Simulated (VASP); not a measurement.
Set up this calculation in VASP 6.6.1, as the native input.

* Task: single point
* Functional: LDA
* Potentials or basis: VASP PAW LDA potentials, release 64 (Mn_pv, F, Tl_d)
* Cutoff: 520 eV
* k mesh: 6 × 6 × 6
* Occupations: fermi-dirac, width 0.1 eV
* Spin: collinear spin, ferromagnetic start
* Starting moments: [5.0, 0.0, 0.0, 0.0, 0.0] μB
* Dipole correction: no
* Further INCAR settings: ALGO = Normal; EDIFF = 1e-07; NBANDS = 36

The structure of MnTlF3 lies in POSCAR:

```
MnTlF3
1.0
    4.2832282900      0.0000000000      0.0000000000
    0.0000000000      4.2832282900      0.0000000000
    0.0000000000      0.0000000000      4.2832282900
Mn F Tl
1 3 1
Direct
    0.0000000000      0.0000000000      0.0000000000
    0.5000000000      0.0000000000      0.0000000000
    0.0000000000      0.5000000000      0.0000000000
    0.0000000000      0.0000000000      0.5000000000
    0.5000000000      0.5000000000      0.5000000000
```

One way to write it, as run:

INCAR

```
PREC     = Accurate       # precision mode
ENCUT    = 520            # plane-wave cutoff, eV
EDIFF    = 1E-7           # SCF threshold, eV
ISMEAR   = -1             # smearing method
SIGMA    = 0.1            # smearing width, eV
LREAL    = False          # projectors in reciprocal space
LASPH    = True           # aspherical terms in the spheres
NELM     = 150            # most SCF steps
ALGO     = Normal         # electronic algorithm
ISIF     = 2              # what is computed and relaxed
LWAVE    = False          # write WAVECAR
LCHARG   = True           # write CHGCAR
ISPIN    = 2              # spin polarisation
MAGMOM   = 5 0 0 0 0      # initial moments
LORBIT   = 11             # projections on sites
LMAXMIX  = 4              # l up to which the mixer works
LELF     = True           # ELF
LVHAR    = True         
NBANDS   = 36             # bands
```

KPOINTS

```
regular mesh
0
Gamma
  6 6 6
```

Potentials or basis: VASP PAW LDA potentials, release 64 (Mn_pv, F, Tl_d).

Command:

```sh
$ cat potpaw_LDA.64/Mn_pv/POTCAR potpaw_LDA.64/F/POTCAR potpaw_LDA.64/Tl_d/POTCAR > POTCAR
$ mpirun -np 1 vasp_std > vasp.out
```

Results of the run:

```yaml
Pressure: -7.0 GPa
Band_gap_on_the_k_mesh: 0.85 eV (least direct gap 1.74 eV)
Net_moment: 5.00 μB per cell
Site_moments: Mn +4.53; F +0.07; Tl +0.00 μB
Valence_electrons_inside_the_program's_atomic_spheres: Mn 11.25; F 6.04; Tl 11.07
```

Caveat: the cell stands under tension; spin-orbit coupling is left out, which moves the levels of the heavy elements; a cell with one magnetic atom can't hold antiferromagnetic order, which such compounds often take.

Wall time 2.1 min on 1 thread of AMD EPYC 7R43 64-Core Processor (Zen 3), with other jobs on the host, peak memory 0.18 GiB.
